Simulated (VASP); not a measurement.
Input of a VASP 6.6.1 run:

Contents of INCAR:

```
SYSTEM = BeS
PREC     = Accurate       ! precision mode
ENCUT    = 520            ! plane-wave cutoff, eV
EDIFF    = 1E-6           ! SCF threshold, eV
ISMEAR   = 0              ! smearing method
SIGMA    = 0.05           ! smearing width, eV
LREAL    = .FALSE.        ! projectors in reciprocal space
LASPH    = .TRUE.         ! aspherical terms in the spheres
NELM     = 80             ! most SCF steps
ALGO     = Normal         ! electronic algorithm
ISIF     = 2              ! what is computed and relaxed
LWAVE    = .FALSE.        ! write WAVECAR
LCHARG   = .FALSE.        ! write CHGCAR
GGA      = PS             ! functional
NBANDS   = 11             ! bands
```

File KPOINTS:

```
Automatic mesh
0
G
  10 10 10
  0 0 0
```

POSCAR

```
BeS
1.0
    0.0000000000      2.5391592926      2.4986806658
    2.4986806658      0.0000000000      2.4986806658
    2.4986806658      2.5391592926      0.0000000000
Be S
1 1
Direct
    0.0000000000      0.0000000000      0.0000000000
    0.7500000000      0.7500000000      0.7500000000
```

Potentials or basis: VASP PAW PBE potentials, release 64 (Be, S).

Launch:

```console
$ cat potpaw_PBE.64/Be/POTCAR potpaw_PBE.64/S/POTCAR > POTCAR
$ mpirun -np 1 vasp_std > vasp.out
```

Task: Predict the band gap on the k mesh.

Result: 3.08 eV, indirect (least direct gap 4.83 eV).

Task: Predict the pressure.

Result: -8.8 GPa.

Stress tensor (GPa, compression positive):
```
-8.27  0.00  0.00
 0.00 -9.72  0.00
 0.00  0.00 -8.27
```

Caveat: the PAW data sets were made with another functional, which shifts forces and pressure a little. A k mesh can miss the band edges.
